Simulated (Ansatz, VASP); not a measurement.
# Rh in VASP and in Ansatz

```
Rh
1.0
     0.00000    1.91497    1.91497
     1.91497    0.00000    1.91497
     1.91497    1.91497    0.00000
Rh
1
Direct
  0.00000 0.00000 0.00000
```

Alike in both runs: functional PBE; k mesh 18 × 18 × 18; occupations fermi-dirac, width 0.05 eV; no spin polarisation.

Ansatz relaxed the structure, and its values are those at the end. VASP's run is a single point on that final structure, the one shown.

```csv
,VASP,Ansatz
version,VASP 6.6.1,Ansatz 0.2.0
potentials or method,"VASP PAW PBE potentials, release 64 (Rh_pv), cutoff 520 eV","all-electron LAPW, scalar-relativistic"
```

VASP gave:

```
pressure (GPa) : 0.1
```

Q: Which values does Ansatz return?

A: Pressure (GPa): 0.0.

Ansatz ran all-electron here, and VASP with PAW potentials.
